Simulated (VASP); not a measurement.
Runs of VASP 6.6.1 on HgTe. The structure is that of space group F-43m (No. 216), or close to it. The cells are those of the table. 

```tsv
level	cell	k mesh	grid for exact exchange (PRECFOCK)	share of exact exchange	screening parameter	gap on the mesh (eV)	pressure (GPa)
PBE	a = 4.833 Å, angles 60.0°, 2 atoms	6 × 6 × 6	-	-	-	none	-2.2
r2SCAN	a = 4.833 Å, angles 60.0°, 2 atoms	6 × 6 × 6	-	-	-	none	-3.4
HSE06	a = 4.833 Å, angles 60.0°, 2 atoms	4 × 4 × 4	Normal	0.25	0.2079 1/Å	none	-3.4
PBE	a = 4.652 Å, angles 60.0°, 2 atoms	6 × 6 × 6	-	-	-	none	1.3
r2SCAN	a = 4.652 Å, angles 60.0°, 2 atoms	6 × 6 × 6	-	-	-	none	0.0
PBE	a = 4.605, b = 4.652 Å, angles 59.7, 60.7, 59.7°, 2 atoms	6 × 6 × 6	-	-	-	0.06	(a)
HSE06	a = 4.652 Å, angles 60.0°, 2 atoms	4 × 4 × 4	Normal	0.25	0.2079 1/Å	none	(b)
```

Alike in all rows: task single point; potentials or basis VASP PAW PBE potentials, release 64 (Hg, Te); no spin polarisation; cutoff (eV) 520; smearing fermi-dirac 0.02 eV.

Fill in the values left out.

(a) 2.2; (b) 0.1.

Caveats: some runs use coarse meshes; spin-orbit coupling is left out, which moves the levels of the heavy elements; semilocal functionals underestimate gaps, and a narrow one can read as zero (at least some runs); the PAW data sets were made with another functional, which shifts forces and pressure a little (at least some runs); the cell stands under tension (at least some runs).

A k mesh can miss the band edges, and the runs leave out spin-orbit coupling on Hg, Te.

A gap of «none» marks levels without a gap at the run's occupations.
